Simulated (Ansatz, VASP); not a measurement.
# CdTe in VASP and in Ansatz

File INCAR:

```
ALGO = Normal ; EDIFF = 1E-6
ENCUT = 520 ; GGA = PE
ISIF = 2 ; ISMEAR = -1
LASPH = T ; LCHARG = F
LREAL = F ; LWAVE = F
NBANDS = 16 ; NELM = 60
PREC = Accurate ; SIGMA = 0.08
```

KPOINTS

```
k-points
0
Gamma
  9 9 9
```

Contents of POSCAR:

```
CdTe
1.0
    0.0000000000      3.2050000000      3.2050000000
    3.2050000000      0.0000000000      3.2050000000
    3.2050000000      3.2050000000      0.0000000000
Cd Te
1 1
Direct
    0.0000000000      0.0000000000      0.0000000000
    0.7500000000      0.7500000000      0.7500000000
```

Input for Ansatz:

```yaml
crystal:
  lattice:
    - [0.0, 3.205, 3.205]
    - [3.205, 0.0, 3.205]
    - [3.205, 3.205, 0.0]
  atoms:
    - { symbol: Cd, position: [0.0, 0.0, 0.0] }
    - { symbol: Te, position: [0.75, 0.75, 0.75] }
kpoints:
  mp_grid: { grid: [9, 9, 9] }
scf:
  occupations: { method: fermi_dirac, width: 0.08 }
hamiltonian:
  xc: pbe
  pseudopotentials: { kind: all_electron, lapw: { basis_error: 0.03 } }
output:
  forces: true
  stress: true
  eigenvalues: true
```

Alike in both runs: task single point; functional PBE; k mesh 9 × 9 × 9; occupations fermi-dirac, width 0.08 eV; no spin polarisation.

|  | VASP | Ansatz |
| --- | --- | --- |
| version | VASP 6.6.1 | Ansatz 0.2.0 |
| potentials or method | VASP PAW PBE potentials, release 64 (Cd, Te), cutoff 520 eV | all-electron LAPW, scalar-relativistic |

Ansatz gave:

```
pressure (GPa) : 4.3
```

What did VASP give for the same quantities?

Pressure (GPa): 4.4.

Ansatz ran all-electron here, and VASP with PAW potentials.

Neither program's run includes spin-orbit coupling.
